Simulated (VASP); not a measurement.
# B3As5 (P3m1) in VASP: a series of runs

Runs on B3As5. Level: PBE. Tasks: single point, relaxation of cell and atoms.

Program: VASP 6.6.1. These are calculated values, not measurements. Logs are shortened: lines on timing, memory, paths and dates and some standing lists are left out, and cuts for length are marked.

### Step 1. The cell of the first run

It takes space group P3m1 (No. 156, trigonal). Conventional cell: a = 3.454 Å, b = 3.454 Å, c = 12.379 Å, α = 90.00°, β = 90.00°, γ = 120.00°. B (site symmetry 3m) has 4 As at 2.10 to 2.11 Å within 2.8 Å. Within 2.8 Å of B (site symmetry 3m) lie 4 As at 2.09 to 2.11 Å. B (site symmetry 3m) has 4 As at 2.09 to 2.11 Å within 2.8 Å. Within 2.8 Å of As (site symmetry 3m) lie 4 B at 2.09 to 2.11 Å. As (site symmetry 3m) has 3 B at 2.11 Å within 2.8 Å. As (site symmetry 3m) has 4 B at 2.09 to 2.11 Å within 2.8 Å. As (site symmetry 3m) has 1 B at 2.10 Å and 3 As at 2.48 Å within 2.8 Å. Within 3.3 Å of As (site symmetry 3m) lie 6 As at 2.48 to 3.26 Å and 1 B at 3.27 Å.

### Step 2. Single point, PBE

INCAR

```
PREC = Accurate ; ENCUT = 520
EDIFF = 1E-6 ; ISMEAR = 0
SIGMA = 0.1 ; LREAL = F
LASPH = T ; NELM = 100
ALGO = Normal ; ISIF = 2
LWAVE = F ; LCHARG = F
GGA = PE ; NBANDS = 27
```

KPOINTS

```
Automatic mesh
0
Gamma
  12 12 4
```

POSCAR

```
B3As5
1.0
    3.4536334550      0.0000000000      0.0000000000
   -1.7268167275      2.9909343074      0.0000000000
    0.0000000000      0.0000000000     12.3794284113
B As
3 5
Direct
    0.0000000000      0.0000000000      0.4789992645
    0.3333333333      0.6666666667      0.0315428499
    0.6666666667      0.3333333333      0.2553862972
    0.6666666667      0.3333333333      0.4243927776
    0.0000000000      0.0000000000      0.9751658061
    0.3333333333      0.6666666667      0.2003766231
    0.0000000000      0.0000000000      0.6485985691
    0.3333333333      0.6666666667      0.7670378125
```

Potentials or basis: VASP PAW PBE potentials, release 64 (B, As).

Launch:

```sh
cat potpaw_PBE.64/B/POTCAR potpaw_PBE.64/As/POTCAR > POTCAR
mpirun -np 1 vasp_std > vasp.out
```

OUTCAR:

```text
PREC = Accurate
   ENCUT = 520
   EDIFF = 1E-6
   ISMEAR = 0
   LREAL = F
   LASPH = T
   NELM = 100
   ISIF = 2
   GGA = PE

 ion  position               nearest neighbor table
   1  0.000  0.000  0.479-   7 2.10   4 2.11   4 2.11   4 2.11
   2  0.333  0.667  0.032-   6 2.09   5 2.11   5 2.11   5 2.11
   3  0.667  0.333  0.255-   4 2.09   6 2.11   6 2.11   6 2.11
   4  0.667  0.333  0.424-   3 2.09   1 2.11   1 2.11   1 2.11
   5  0.000  0.000  0.975-   2 2.11   2 2.11   2 2.11
   6  0.333  0.667  0.200-   2 2.09   3 2.11   3 2.11   3 2.11
   7  0.000  0.000  0.649-   1 2.10   8 2.48   8 2.48   8 2.48
   8  0.333  0.667  0.767-   7 2.48   7 2.48   7 2.48

  LATTYP: Found a hexagonal cell.
 ALAT       =     3.4536334550
 C/A-ratio  =     3.5844650489

  Lattice vectors:

 A1 = (   3.4536334550,   0.0000000000,   0.0000000000)
 A2 = (  -1.7268167275,   2.9909343074,   0.0000000000)
 A3 = (   0.0000000000,   0.0000000000,  12.3794284113)

Analysis of symmetry for initial positions (statically):
=====================================================================
 Subroutine PRICEL returns:
 Original cell was already a primitive cell.

 Routine SETGRP: Setting up the symmetry group for a
 hexagonal supercell.

 Subroutine GETGRP returns: Found  6 space group operations
 (whereof  6 operations were pure point group operations)
 out of a pool of 24 trial point group operations.

The static configuration has the point symmetry C_3v.

Analysis of symmetry for dynamics (positions and initial velocities):
=====================================================================
 Subroutine PRICEL returns:
 Original cell was already a primitive cell.

 Routine SETGRP: Setting up the symmetry group for a
 hexagonal supercell.

 Subroutine GETGRP returns: Found  6 space group operations
 (whereof  6 operations were pure point group operations)
 out of a pool of 24 trial point group operations.

The dynamic configuration has the point symmetry C_3v.

 Subroutine INISYM returns: Found  6 space group operations
 (whereof  6 operations are pure point group operations),
 and found     1 'primitive' translations

----------------------------------------------------------------------------------------

                                     Primitive cell

  volume of cell :     127.8744

  direct lattice vectors                    reciprocal lattice vectors
[... 105 lines left out ...]
   ISIF   =      2    stress and relaxation
   ISYM   =      2    0-nonsym 1-usesym 2-fastsym
   POTIM  = 0.5000    time-step for ionic-motion
   TEBEG  =    0.0;   TEEND  =   0.0 temperature during run
   PSTRESS=    0.0 pullay stress
   NELECT =      34.0000    total number of electrons
   NUPDOWN=      -1.0000    fix difference up-down
   EMIN   =  10.00;   EMAX   =-10.00  energy-range for DOS
   EFERMI =   0.00;   METHOD = LEGACY
   ISMEAR =     0;   SIGMA  =   0.10  broadening in eV -4-tet -1-fermi 0-gaus
   EFERMI_NEDOS =   21; number of points for ismear=-14 and -15
   IALGO  =     38    algorithm
   IMIX   =      4    mixing-type and parameters
     AMIX     =   0.40;   BMIX     =  1.00
     AMIX_MAG =   1.60;   BMIX_MAG =  1.00
  volume/ion in A,a.u.               =      15.98       107.87
  Fermi-wavevector in a.u.,A,eV,Ry     =   1.052705  1.989323 15.077802  1.108187
  Thomas-Fermi vector in A             =   2.187798
   LORBIT       =      0    0 simple, 1 ext, 2 COOP (PROOUT), +10 PAW based schemes
   GGA     = PE    functional components
   LHFCALC =     F    Hartree Fock is set to
   AEXX    =    0.0000 exact exchange contribution
   IVDW    =     0    specifies the selected vdW correction
   LEPSILON=     F    determine dielectric tensor
   LRPA    =     F    only Hartree local field effects (RPA)
 non-spin polarized calculation
 Gauss-broadening in eV      SIGMA  =   0.10
  energy-cutoff  :      520.00
  volume of cell :      127.87
 maximum number of plane-waves:      3478
 NGX is ok and might be reduce to    28
   NGX = 13   NGY = 13   NGZ = 47

 number of electron      34.0000001 magnetization

 Free energy of the ion-electron system (eV)
  ---------------------------------------------------
  ext. energy  EPLUGINS =         0.00000000
  ---------------------------------------------------
  free energy    TOTEN  =       -42.30649417 eV

  energy without entropy =      -42.29887468  energy(sigma->0) =      -42.30268443

 E-fermi :   6.0032     XC(G=0): -10.2930

 val. band max:        5.9897725977   @ k =   0.5000   0.0000   0.2500
 cond. band min:       6.0302299240   @ k =   0.0000   0.0000   0.2500
 fundamental gap:      0.0404573263
 Fermi energy:         6.0031610781

 k-point     1 :       0.0000    0.0000    0.0000
  band No.  band energies     occupation
      1      -9.8715      2.00000
      2      -9.0267      2.00000
      3      -8.2438      2.00000
      4      -6.8188      2.00000
      5      -4.3497      2.00000
      6      -0.9632      2.00000
[... 709 lines left out ...]
     26      10.5986      0.00000
     27      11.0196      0.00000

 [... further k-points ...]

------------------------ aborting loop because EDIFF is reached ----------------------------------------

  FORCE on cell =-STRESS in cart. coord.  units (eV):
  Direction    XX          YY          ZZ          XY          YZ          ZX
  --------------------------------------------------------------------------------------
  -------------------------------------------------------------------------------------
  Total        0.3492189      0.3492189      0.3842119     -0.0000000      0.0000000      0.0000000
  in kB        4.3754693      4.3754693      4.8139075     -0.0000000      0.0000000      0.0000000
  external PRESSURE =       4.5216154 kB  Pullay stress =       0.0000000 kB

 VOLUME and BASIS-vectors are now :
 -----------------------------------------------------------------------------
  energy-cutoff  :      520.00
  volume of cell :      127.87
      direct lattice vectors                 reciprocal lattice vectors
     3.453633455  0.000000000  0.000000000     0.289550125  0.167171843  0.000000000
    -1.726816727  2.990934307  0.000000000     0.000000000  0.334343686  0.000000000
     0.000000000  0.000000000 12.379428411     0.000000000  0.000000000  0.080779174

 POSITION                                       TOTAL-FORCE (eV/Angst)
 -----------------------------------------------------------------------------------
      0.00000      0.00000      5.92974         0.000000      0.000000     -0.002362
     -0.00000      1.99396      0.39048         0.000000     -0.000000     -0.003798
      1.72682      0.99698      3.16154        -0.000000     -0.000000      0.003629
      1.72682      0.99698      5.25374        -0.000000      0.000000      0.000338
      0.00000      0.00000     12.07200        -0.000000      0.000000     -0.032665
     -0.00000      1.99396      2.48055         0.000000      0.000000     -0.001071
      0.00000      0.00000      8.02928        -0.000000      0.000000     -0.038814
     -0.00000      1.99396      9.49549        -0.000000      0.000000      0.074744
 -----------------------------------------------------------------------------------
    total drift:                                0.000000     -0.000000      0.000781

  FREE ENERGIE OF THE ION-ELECTRON SYSTEM (eV)
  ---------------------------------------------------
  free  energy   TOTEN  =       -42.3064941738 eV

  energy  without entropy=      -42.2988746823  energy(sigma->0) =      -42.30268443
```

Run time: 8.4 min. Hardware: 1 thread of Intel Xeon 8259CL, shared host; peak memory 0.37 GiB.

What came out:

- Free energy: -42.3065 eV
- Pressure: 0.5 GPa
- Largest force: 0.075 eV/Å
- Band gap on the k mesh: zero (bands 17 and 18 overlap by 0.86 eV)

Forces on the atoms (eV/Å):
```
B    0.000  0.000 -0.002
B    0.000  0.000 -0.004
B    0.000  0.000  0.004
As   0.000  0.000  0.000
As   0.000  0.000 -0.033
As   0.000  0.000 -0.001
As   0.000  0.000 -0.039
As   0.000  0.000  0.075
```

### Step 3. Single point, PBE

This run uses another cell than the first one, of 16.64 Å³/atom.

INCAR

```
PREC = Accurate
ENCUT = 520
EDIFF = 1E-6
ISMEAR = 0
SIGMA = 0.1
LREAL = F
LASPH = T
NELM = 60
ALGO = Normal
ISIF = 2
LWAVE = F
LCHARG = T
GGA = PE
LELF = T
LVHAR = T
NBANDS = 27
```

KPOINTS

```
regular mesh
0
Gamma
  12 12 4
```

POSCAR

```
B3As5
1.0
    3.4521119469      0.0000000000      0.0000000000
   -1.7260559734      2.9896166427      0.0000000000
    0.0000000000      0.0000000000     12.8968569856
B As
3 5
Direct
    0.3333333333      0.6666666667      0.0395761460
    0.6666666667      0.3333333333      0.2549302707
    0.0000000000      0.0000000000      0.7098135623
    0.0000000000      0.0000000000      0.9887007186
    0.3333333333      0.6666666667      0.2033990680
    0.6666666667      0.3333333333      0.4199327341
    0.3333333333      0.6666666667      0.7536150660
    0.0000000000      0.0000000000      0.5345324343
```

Potentials or basis: VASP PAW PBE potentials, release 64 (B, As).

Launch:

```sh
cat potpaw_PBE.64/B/POTCAR potpaw_PBE.64/As/POTCAR > POTCAR
mpirun -np 1 vasp_std > vasp.out
```

It took 8.5 min on 1 thread of Intel Xeon 8259CL, shared host; peak memory 0.38 GiB.

It converged, with:

- Free energy: -41.0793 eV
- Pressure: 0.4 GPa
- Largest force: 0.055 eV/Å
- Band gap on the k mesh: zero (bands 17 and 18 overlap by 1.56 eV)

Forces on the atoms (eV/Å):
```
B    0.000  0.000 -0.002
B    0.000  0.000  0.009
B    0.000  0.000 -0.018
As   0.000  0.000 -0.030
As   0.000  0.000 -0.008
As   0.000  0.000 -0.038
As   0.000  0.000  0.033
As   0.000  0.000  0.055
```

Levels at points of the mesh, in eV from the Fermi level:
| k point | band 13 | band 14 | band 15 | band 16 | band 17 | band 18 | band 19 | band 20 | band 21 | band 22 |
| --- | --- | --- | --- | --- | --- | --- | --- | --- | --- | --- |
| (0.00, 0.00, 0.00) | -0.73 | -0.73 | -0.55 | -0.37 | -0.37 | 1.97 | 2.34 | 2.36 | 2.36 | 2.71 |
| (0.50, 0.00, 0.00) | -3.46 | -2.81 | -2.15 | -2.10 | -0.97 | -0.43 | 0.60 | 1.67 | 1.92 | 2.66 |
| (0.00, 0.00, 0.50) | -0.80 | -0.80 | -0.31 | -0.31 | 1.13 | 1.64 | 2.33 | 2.34 | 2.34 | 2.47 |
| (0.50, 0.00, 0.50) | -3.52 | -2.71 | -2.22 | -1.84 | -0.97 | -0.31 | 0.56 | 1.62 | 1.80 | 2.64 |

Caveat: this functional lacks dispersion, which binds layers or chains, so the pressure and a relaxed spacing across them are unreliable.

(Part 1 of 2 ends here.)

The gap in the log of VASP goes by the Fermi energy; the results here count the filled bands.